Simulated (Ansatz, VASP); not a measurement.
## One calculation of P, two programs

INCAR

```
  ALGO = Normal
  EDIFF = 1E-6
  ENCUT = 500
  GGA = PS
  GGA_COMPAT = False
  ISIF = 2
  ISMEAR = 0
  IVDW = 12
  LASPH = True
  LCHARG = False
  LREAL = False
  LWAVE = False
  NBANDS = 8
  NELM = 120
  PREC = Accurate
  SIGMA = 0.15
```

File KPOINTS:

```
k-points
0
Gamma
  12 12 12
```

Contents of POSCAR:

```
P
1.0
    4.2729048574      0.0000000000      0.0000000000
    0.0000000000      4.2729048574      0.0000000000
    0.0000000000      0.0000000000      4.5093400000
P
1
Direct
    0.0000000000      0.0000000000      0.0000000000
```

Input for Ansatz:

```yaml
crystal:
  lattice:
    - [4.2729048574, 0.0, 0.0]
    - [0.0, 4.2729048574, 0.0]
    - [0.0, 0.0, 4.50934]
  atoms:
    - { symbol: P, position: [0.0, 0.0, 0.0] }
basis:
  ecutwfc: 420
kpoints:
  mp_grid: { grid: [12, 12, 12] }
hamiltonian:
  xc: pbesol
  dispersion: d3bj
scf:
  occupations: { method: gaussian, width: 0.15 }
output:
  forces: true
  stress: true
  eigenvalues: true
```

Change from the starting cell: strain +0.0300 x Voigt [0, 0, 1, 0, 0, 0], atoms carried along.

Alike in both runs: task single point; functional PBEsol; dispersion D3(BJ); k mesh 12 × 12 × 12; occupations gaussian, width 0.15 eV; no spin polarisation.

|  | VASP | Ansatz |
| --- | --- | --- |
| version | VASP 6.6.1 | Ansatz 0.2.0 |
| potentials or method | VASP PAW PBE potentials, release 64 (P), cutoff 500 eV | scalar-relativistic, plane waves, PAW |
| valence electrons in the cell | 5 | 5 |

|  | VASP | Ansatz | Ansatz less VASP |
| --- | --- | --- | --- |
| gap on the k mesh at the Fermi level (eV) | none | none | - |
| pressure (GPa) | -3.8 | -3.8 | +0.01 |
| traceless stress, the component that is largest in VASP (GPa) | 0.59 | 0.59 | 0.000 |

VASP's potentials were made for PBE, not for PBEsol. A gap of «none» marks a metal or a gap that the smearing closes.
